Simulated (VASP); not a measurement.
# MgO (I4/mmm) in VASP: further runs

Runs on MgO. Level: r2SCAN. Tasks: single point.

Everything below comes from runs of VASP 6.6.1. Logs are shortened: lines on timing, memory, paths and dates and some standing lists are left out, and cuts for length are marked.

**1. The cell of the first run**

It takes space group I4/mmm (No. 139, tetragonal). Conventional cell: a = 2.973 Å, b = 2.973 Å, c = 4.120 Å, α = 90.00°, β = 90.00°, γ = 90.00°. Mg (site symmetry 4/mmm) has 6 O at 2.06 to 2.10 Å within 2.7 Å. Within 2.7 Å of O (site symmetry 4/mmm) lie 6 Mg at 2.06 to 2.10 Å.

**2. Single point, r2SCAN (uniaxial z strain -2.0%)**

POSCAR

```
MgO
1.0
    0.0000000000      2.1021674155      2.0601240671
    2.1021674155      0.0000000000      2.0601240671
    2.1021674155      2.1021674155      0.0000000000
Mg O
1 1
Direct
    0.0000000000      0.0000000000      0.0000000000
    0.5000000000      0.5000000000      0.5000000000
```

INCAR.step1

```
SYSTEM = MgO
ALGO     = Normal         ! electronic algorithm
EDIFF    = 1E-5           ! SCF threshold, eV
ENCUT    = 920            ! plane-wave cutoff, eV
GGA      = PE             ! functional
GGA_COMPAT= .FALSE.      
ISMEAR   = 0              ! smearing method
LASPH    = .TRUE.         ! aspherical terms in the spheres
LCHARG   = .FALSE.        ! write CHGCAR
LREAL    = .FALSE.        ! projectors in reciprocal space
LWAVE    = .TRUE.         ! write WAVECAR
NBANDS   = 15             ! bands
NELM     = 120            ! most SCF steps
PREC     = Accurate       ! precision mode
SIGMA    = 0.01           ! smearing width, eV
```

INCAR.step2

```
SYSTEM = MgO
ALGO     = Normal         ! electronic algorithm
EDIFF    = 1E-6           ! SCF threshold, eV
ENCUT    = 920            ! plane-wave cutoff, eV
GGA_COMPAT= .FALSE.      
ISIF     = 2              ! what is computed and relaxed
ISMEAR   = 0              ! smearing method
ISTART   = 1            
LASPH    = .TRUE.         ! aspherical terms in the spheres
LCHARG   = .FALSE.        ! write CHGCAR
LMIXTAU  = .TRUE.       
LREAL    = .FALSE.        ! projectors in reciprocal space
LWAVE    = .FALSE.        ! write WAVECAR
METAGGA  = R2SCAN         ! meta-GGA
NBANDS   = 15             ! bands
NELM     = 120            ! most SCF steps
PREC     = Accurate       ! precision mode
SIGMA    = 0.01           ! smearing width, eV
```

KPOINTS

```
k-points
0
G
  10 10 10
  0 0 0
```

Potentials or basis: VASP PAW PBE potentials, release 64 (Mg_sv, O).

Launch:

```bash
$ cat potpaw_PBE.64/Mg_sv/POTCAR potpaw_PBE.64/O/POTCAR > POTCAR
$ cp INCAR.step1 INCAR
$ mpirun -np 1 vasp_std > vasp.out
$ cp INCAR.step2 INCAR
$ mpirun -np 1 vasp_std > vasp.out
```

OUTCAR:

```text
SYSTEM = MgO
   EDIFF = 1E-6
   ENCUT = 920
   ISIF = 2
   ISMEAR = 0
   ISTART = 1
   LASPH = .TRUE.
   LREAL = .FALSE.
   METAGGA = R2SCAN
   NELM = 120
   PREC = Accurate

 ion  position               nearest neighbor table
   1  0.000  0.000  0.000-   2 2.06   2 2.06   2 2.10   2 2.10   2 2.10   2 2.10
   2  0.500  0.500  0.500-   1 2.06   1 2.06   1 2.10   1 2.10   1 2.10   1 2.10

  LATTYP: Found a body centered tetragonal cell.
 ALAT       =     2.9729136694
 C/A-ratio  =     1.3859292911

  Lattice vectors:

 A1 = (   0.0000000000,  -2.1021674155,  -2.0601240671)
 A2 = (   0.0000000000,   2.1021674155,  -2.0601240671)
 A3 = (   2.1021674155,   0.0000000000,   2.0601240671)

Analysis of symmetry for initial positions (statically):
=====================================================================
 Subroutine PRICEL returns:
 Original cell was already a primitive cell.

 Routine SETGRP: Setting up the symmetry group for a
 body centered tetragonal supercell.

 Subroutine GETGRP returns: Found 16 space group operations
 (whereof 16 operations were pure point group operations)
 out of a pool of 16 trial point group operations.

The static configuration has the point symmetry D_4h.

Analysis of symmetry for dynamics (positions and initial velocities):
=====================================================================
 Subroutine PRICEL returns:
 Original cell was already a primitive cell.

 Routine SETGRP: Setting up the symmetry group for a
 body centered tetragonal supercell.

 Subroutine GETGRP returns: Found 16 space group operations
 (whereof 16 operations were pure point group operations)
 out of a pool of 16 trial point group operations.

The dynamic configuration has the point symmetry D_4h.

 Subroutine INISYM returns: Found 16 space group operations
 (whereof 16 operations are pure point group operations),
 and found     1 'primitive' translations

----------------------------------------------------------------------------------------

                                     Primitive cell

  volume of cell :      18.2078

  direct lattice vectors                    reciprocal lattice vectors
     0.000000000  2.102167415  2.060124067    -0.237849753  0.237849753  0.242703829
     2.102167415  0.000000000  2.060124067     0.237849753 -0.237849753  0.242703829
     2.102167415  2.102167415  0.000000000     0.237849753  0.237849753 -0.242703829

  length of vectors
     2.943334676  2.943334676  2.972913669     0.414789294  0.414789294  0.414789294

  position of ions in fractional coordinates (direct lattice)
     0.000000000  0.000000000  0.000000000
     0.500000000  0.500000000  0.500000000

  ion indices of the primitive-cell ions
   primitive index   ion index
                 1           1
                 2           2

----------------------------------------------------------------------------------------

 KPOINTS: k-points

Automatic generation of k-mesh.
 Grid dimensions read from file:
 generate k-points for:   10   10   10

 Generating k-lattice:

  Cartesian coordinates                     Fractional coordinates (reciprocal lattice)
    -0.023784975  0.023784975  0.024270383     0.100000000  0.000000000  0.000000000
     0.023784975 -0.023784975  0.024270383     0.000000000  0.100000000  0.000000000
     0.023784975  0.023784975 -0.024270383     0.000000000  0.000000000  0.100000000

  Length of vectors
     0.041478929  0.041478929  0.041478929

  Shift w.r.t. Gamma in fractional coordinates (k-lattice)
     0.000000000  0.000000000  0.000000000

 Subroutine IBZKPT returns following result:
 ===========================================

 Found    102 irreducible k-points:

 Following reciprocal coordinates:
            Coordinates               Weight
  0.000000  0.000000  0.000000      1.000000
  0.100000  0.000000  0.000000      8.000000
  0.200000  0.000000  0.000000      8.000000
  0.300000  0.000000  0.000000      8.000000
  0.400000  0.000000  0.000000      8.000000
  0.500000  0.000000  0.000000      4.000000
[... 16 lines left out ...]
  0.300000  0.300000  0.000000      2.000000
  0.400000  0.300000  0.000000      8.000000
 [... further k-points ...]
   k-points           NKPTS =    102   k-points in BZ     NKDIM =    102   number of bands    NBANDS=     15
   number of dos      NEDOS =    301   number of ions     NIONS =      2
   total plane-waves  NPLWV =  27000
   dimension x,y,z NGX =    30 NGY =   30 NGZ =   30
   dimension x,y,z NGXF=    60 NGYF=   60 NGZF=   60
   ions per type =               1   1
   NGX,Y,Z   is equivalent  to a cutoff of  16.94, 16.94, 16.78 a.u.
   NGXF,Y,Z  is equivalent  to a cutoff of  33.89, 33.89, 33.55 a.u.
 SYSTEM =  MgO
   PREC   = accura    normal or accurate (medium, high low for compatibility)
   ISTART =      1    job   : 0-new  1-cont  2-samecut
   ICHARG =      0    charge: 1-file 2-atom 10-const
   ISPIN  =      1    spin polarized calculation?
   LNONCOLLINEAR =      F non collinear calculations
   LSORBIT =      F    spin-orbit coupling
   LASPH  =      T    aspherical Exc in radial PAW
   ENCUT  =  920.0 eV  67.62 Ry    8.22 a.u.   7.28  7.28  7.35*2*pi/ulx,y,z
   NELM   =    120;   NELMIN=  2; NELMDL=  0     # of ELM steps
   EDIFF  = 0.1E-05   stopping-criterion for ELM
   LREAL  =      F    real-space projection
   EDIFFG = 0.1E-04   stopping-criterion for IOM
   NSW    =      0    number of steps for IOM
   IBRION =     -1    ionic relax: 0-MD 1-quasi-New 2-CG
   NFREE  =      0    steps in history (QN), initial steepest desc. (CG)
   ISIF   =      2    stress and relaxation
   ISYM   =      2    0-nonsym 1-usesym 2-fastsym
   POTIM  = 0.5000    time-step for ionic-motion
   TEBEG  =    0.0;   TEEND  =   0.0 temperature during run
   PSTRESS=    0.0 pullay stress
   NELECT =      16.0000    total number of electrons
   NUPDOWN=      -1.0000    fix difference up-down
   EMIN   =  10.00;   EMAX   =-10.00  energy-range for DOS
   EFERMI =   0.00;   METHOD = LEGACY
   ISMEAR =     0;   SIGMA  =   0.01  broadening in eV -4-tet -1-fermi 0-gaus
   EFERMI_NEDOS =   21; number of points for ismear=-14 and -15
   IALGO  =     38    algorithm
   IMIX   =      4    mixing-type and parameters
     AMIX     =   0.40;   BMIX     =  1.00
     AMIX_MAG =   1.60;   BMIX_MAG =  1.00
  volume/ion in A,a.u.               =       9.10        61.44
  Fermi-wavevector in a.u.,A,eV,Ry     =   1.568058  2.963200 33.454092  2.458806
  Thomas-Fermi vector in A             =   2.670146
   LORBIT       =      0    0 simple, 1 ext, 2 COOP (PROOUT), +10 PAW based schemes
   METAGGA = R2SCAN    functional components
   LHFCALC =     F    Hartree Fock is set to
   AEXX    =    0.0000 exact exchange contribution
   IVDW    =     0    specifies the selected vdW correction
   LEPSILON=     F    determine dielectric tensor
   LRPA    =     F    only Hartree local field effects (RPA)
 non-spin polarized calculation
 Gauss-broadening in eV      SIGMA  =   0.01
  energy-cutoff  :      920.00
  volume of cell :       18.21
 maximum number of plane-waves:      1186
 NGX is ok and might be reduce to    30
   NGX = 15   NGY = 15   NGZ = 15

 number of electron      16.0000004 magnetization

 Free energy of the ion-electron system (eV)
  ---------------------------------------------------
  ext. energy  EPLUGINS =         0.00000000
  ---------------------------------------------------
  free energy    TOTEN  =       -16.14477393 eV

  energy without entropy =      -16.14477393  energy(sigma->0) =      -16.14477393

 E-fermi :   2.9888     XC(G=0): -12.1839

 val. band max:        2.7015151060   @ k =   0.0000   0.0000   0.0000
 cond. band min:       8.5925076094   @ k =   0.0000   0.0000   0.0000
 fundamental gap:      5.8909925033
 Fermi energy:         2.9887665597

 k-point     1 :       0.0000    0.0000    0.0000
  band No.  band energies     occupation
      1     -72.1859      2.00000
      2     -37.2747      2.00000
      3     -37.2747      2.00000
      4     -37.2610      2.00000
      5     -15.6328      2.00000
      6       2.6576      2.00000
      7       2.7015      2.00000
      8       2.7015      2.00000
      9       8.5925      0.00000
     10      19.6341      0.00000
     11      19.6341      0.00000
     12      19.8532      0.00000
     13      23.8899      0.00000
     14      25.3957      0.00000
     15      26.0990      0.00000

 k-point     2 :       0.1000    0.0000    0.0000
  band No.  band energies     occupation
      1     -72.1850      2.00000
      2     -37.2818      2.00000
      3     -37.2757      2.00000
      4     -37.2638      2.00000
      5     -15.5208      2.00000
      6       2.0535      2.00000
      7       2.6045      2.00000
      8       2.6247      2.00000
      9       9.2043      0.00000
     10      18.4495      0.00000
     11      19.8925      0.00000
     12      20.0488      0.00000
     13      24.7780      0.00000
     14      25.3868      0.00000
     15      25.6547      0.00000

 k-point     3 :       0.2000    0.0000    0.0000
  band No.  band energies     occupation
      1     -72.1826      2.00000
      2     -37.3041      2.00000
      3     -37.2783      2.00000
      4     -37.2673      2.00000
      5     -15.2142      2.00000
      6       0.7163      2.00000
      7       2.4294      2.00000
      8       2.4301      2.00000
      9      10.4132      0.00000
     10      16.9460      0.00000
     11      20.4119      0.00000
     12      20.6423      0.00000
     13      24.1836      0.00000
     14      24.6335      0.00000
     15      26.9696      0.00000
[... 343 lines left out ...]
 k-point    23 :       0.3000    0.3000    0.0000
  band No.  band energies     occupation
      1     -72.1774      2.00000
      2     -37.3162      2.00000
      3     -37.2961      2.00000
      4     -37.2961      2.00000
      5     -14.5816      2.00000
      6      -0.5120      2.00000
      7       1.6726      2.00000
      8       1.6726      2.00000
      9      12.8448      0.00000
     10      14.0337      0.00000
     11      18.9386      0.00000
     12      22.1443      0.00000
     13      22.1443      0.00000
     14      28.3064      0.00000
     15      32.6237      0.00000

 k-point    24 :       0.4000    0.3000    0.0000
  band No.  band energies     occupation
      1     -72.1755      2.00000
      2     -37.3292      2.00000
      3     -37.3002      2.00000
      4     -37.2997      2.00000
      5     -14.3337      2.00000
      6      -0.9467      2.00000
      7       1.3071      2.00000
      8       1.5103      2.00000
      9      13.4722      0.00000
     10      13.9096      0.00000
     11      18.0284      0.00000
     12      22.4382      0.00000
     13      22.6990      0.00000
     14      29.1942      0.00000
     15      32.0303      0.00000

 [... further k-points ...]

------------------------ aborting loop because EDIFF is reached ----------------------------------------

  FORCE on cell =-STRESS in cart. coord.  units (eV):
  Direction    XX          YY          ZZ          XY          YZ          ZX
  --------------------------------------------------------------------------------------
  -------------------------------------------------------------------------------------
  Total        0.2713086      0.2713086      0.8791961      0.0000000      0.0000000      0.0000000
  in kB       23.8735003     23.8735003     77.3638984      0.0000000      0.0000000      0.0000000
  external PRESSURE =      41.7036330 kB  Pullay stress =       0.0000000 kB

 VOLUME and BASIS-vectors are now :
 -----------------------------------------------------------------------------
  energy-cutoff  :      920.00
  volume of cell :       18.21
      direct lattice vectors                 reciprocal lattice vectors
     0.000000000  2.102167415  2.060124067    -0.237849753  0.237849753  0.242703829
     2.102167415  0.000000000  2.060124067     0.237849753 -0.237849753  0.242703829
     2.102167415  2.102167415  0.000000000     0.237849753  0.237849753 -0.242703829

 POSITION                                       TOTAL-FORCE (eV/Angst)
 -----------------------------------------------------------------------------------
      0.00000      0.00000      0.00000         0.000000     -0.000000      0.000000
      2.10217      2.10217      2.06012        -0.000000      0.000000     -0.000000
 -----------------------------------------------------------------------------------
    total drift:                                0.000000      0.000000      0.000000

  FREE ENERGIE OF THE ION-ELECTRON SYSTEM (eV)
  ---------------------------------------------------
  free  energy   TOTEN  =       -16.1447739263 eV

  energy  without entropy=      -16.1447739263  energy(sigma->0) =      -16.14477393
```

It took 2.9 min on 1 thread of Intel Xeon Platinum 8375C at 2.90GHz (Ice Lake), shared host; peak memory 0.21 GiB.

Results:

- Free energy: -16.1448 eV
- Pressure: 4.2 GPa
- Band gap on the k mesh: 5.89 eV

Stress tensor (GPa, compression positive):
```
2.39 0.00 0.00
0.00 2.39 0.00
0.00 0.00 7.74
```

Caveat: the cell differs from its parent crystal (uniaxial z strain -2.0%); the stress differs along the axes, from 2 to 8 GPa; the PAW data sets were made with another functional, which shifts forces and pressure a little.

**3. Single point, r2SCAN (uniaxial z strain +4.0%)**

POSCAR

```
MgO
1.0
    0.0000000000      2.1021674155      2.1862541121
    2.1021674155      0.0000000000      2.1862541121
    2.1021674155      2.1021674155      0.0000000000
Mg O
1 1
Direct
    0.0000000000      0.0000000000      0.0000000000
    0.5000000000      0.5000000000      0.5000000000
```

INCAR.step1

```
PREC = Accurate
ENCUT = 920
ISMEAR = 0
SIGMA = 0.01
LREAL = False
LASPH = True
NELM = 120
NBANDS = 15
GGA = PE
ALGO = Normal
EDIFF = 1E-5
LWAVE = True
LCHARG = False
GGA_COMPAT = False
```

INCAR.step2

```
PREC = Accurate
ENCUT = 920
EDIFF = 1E-6
ISMEAR = 0
SIGMA = 0.01
LREAL = False
LASPH = True
NELM = 120
ALGO = Normal
ISIF = 2
LWAVE = False
LCHARG = False
METAGGA = R2SCAN
LMIXTAU = True
NBANDS = 15
ISTART = 1
GGA_COMPAT = False
```

KPOINTS

```
Automatic mesh
0
Gamma
  10 10 10
```

Potentials or basis: VASP PAW PBE potentials, release 64 (Mg_sv, O).

Launch:

```bash
$ cat potpaw_PBE.64/Mg_sv/POTCAR potpaw_PBE.64/O/POTCAR > POTCAR
$ cp INCAR.step1 INCAR
$ mpirun -np 1 vasp_std > vasp.out
$ cp INCAR.step2 INCAR
$ mpirun -np 1 vasp_std > vasp.out
```

Wall time 5.1 min (1 thread of Intel Xeon Platinum 8259CL at 2.50GHz (Skylake/Cascade Lake), shared host); peak memory 0.21 GiB.

Results (log left out):

| Property | Result |
| --- | --- |
| Free energy | -16.1338 eV |
| Pressure | -5.0 GPa |
| Band gap on the k mesh | 5.25 eV |

Stress tensor (GPa, compression positive):
```
-2.94  0.00  0.00
 0.00 -2.94  0.00
 0.00  0.00 -9.21
```

Levels at points of the mesh, in eV from the valence-band top:
| k point | band 4 | band 5 | band 6 | band 7 | band 8 | band 9 | band 10 | band 11 | band 12 | band 13 |
| --- | --- | --- | --- | --- | --- | --- | --- | --- | --- | --- |
| (0.00, 0.00, 0.00) | -40.22 | -18.07 | -0.08 | -0.08 | 0.00 | 5.25 | 16.35 | 16.77 | 16.77 | 20.64 |
| (0.50, 0.00, 0.00) | -40.23 | -16.88 | -4.50 | -0.73 | -0.65 | 8.55 | 13.38 | 16.71 | 17.56 | 21.91 |
| (0.50, 0.50, 0.00) | -40.24 | -16.75 | -4.07 | -1.26 | -1.26 | 10.22 | 10.79 | 13.54 | 20.19 | 20.19 |
| (0.50, 0.00, 0.50) | -40.25 | -16.65 | -3.95 | -1.55 | -1.30 | 9.82 | 10.72 | 14.06 | 19.35 | 20.12 |

Caveat: the cell differs from its parent crystal (uniaxial z strain +4.0%); the stress differs along the axes, from -9 to -3 GPa; the PAW data sets were made with another functional, which shifts forces and pressure a little.
